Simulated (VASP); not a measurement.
# ZnS: single point with r2SCAN0

Crystal: ZnS.

```
CELL_PARAMETERS angstrom
0.00000 2.75499 2.75499
2.75499 0.00000 2.75499
2.75499 2.75499 0.00000
ATOMIC_POSITIONS crystal
Zn 0.75000 0.75000 0.75000
S 0.00000 0.00000 0.00000
```

| Property | Result |
| --- | --- |
| Program | VASP 6.6.1 |
| Task | single point |
| Functional | r2SCAN0 |
| Potentials or basis | VASP PAW PBE potentials, release 64 (Zn, S) |
| Cutoff | 520 eV |
| k mesh | 5 × 5 × 5 |
| Occupations | fermi-dirac, width 0.05 eV |
| Spin | no spin polarisation |
| Dipole correction | no |
| Grid for exact exchange (PRECFOCK) | Normal |
| Further INCAR settings | ALGO = Normal; EDIFF = 1e-07; NBANDS = 16 |

- Pressure: -4.6 GPa
- Band gap on the k mesh: 4.08 eV, direct

Levels at points of the mesh, in eV from the valence-band top:
```csv
k point,band 5,band 6,band 7,band 8,band 9,band 10,band 11,band 12,band 13,band 14
"(0.00, 0.00, 0.00)",-7.47,-7.47,0.00,0.00,0.00,4.08,8.77,8.77,8.77,14.13
```

Run time: 28 min on 1 thread of Intel(R) Xeon(R) Platinum 8375C CPU @ 2.90GHz (Ice Lake), on a shared host, peak memory 0.18 GiB.

Caveat: the PAW data sets were made with another functional, which shifts forces and pressure a little.
